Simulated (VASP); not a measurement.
Cu, 3 atoms in the cell. The cell holds a slab with vacuum, 3 atoms: a = 2.487 Å, b = 2.487 Å, c = 20.062 Å, α = 90.00°, β = 90.00°, γ = 120.00°. 

| Item | Value |
| --- | --- |
| Program | VASP 6.6.1 |
| Task | single point |
| Functional | LDA |
| Potentials or basis | VASP PAW LDA potentials, release 64 (Cu) |
| Cutoff | 520 eV |
| k mesh | 17 × 17 × 1 |
| Occupations | fermi-dirac, width 0.05 eV |
| Spin | no spin polarisation |
| Dipole correction | yes |
| Further INCAR settings | ALGO = Normal; EDIFF = 1e-07; NBANDS = 24 |

Potentials or basis: VASP PAW LDA potentials, release 64 (Cu).

Run with:

```sh
$ cat potpaw_LDA.64/Cu/POTCAR > POTCAR
$ mpirun -np 1 vasp_std > vasp.out
```

Hardware: 1 thread of Intel(R) Xeon(R) 6975P-C (Granite Rapids), on a shared host.

Q: How long does it take, and how much memory?

A: It took 46 s on 1 thread of Intel(R) Xeon(R) 6975P-C (Granite Rapids) (shared host), peak memory 0.2 GiB. Counts: scf iterations 23, k points 33.
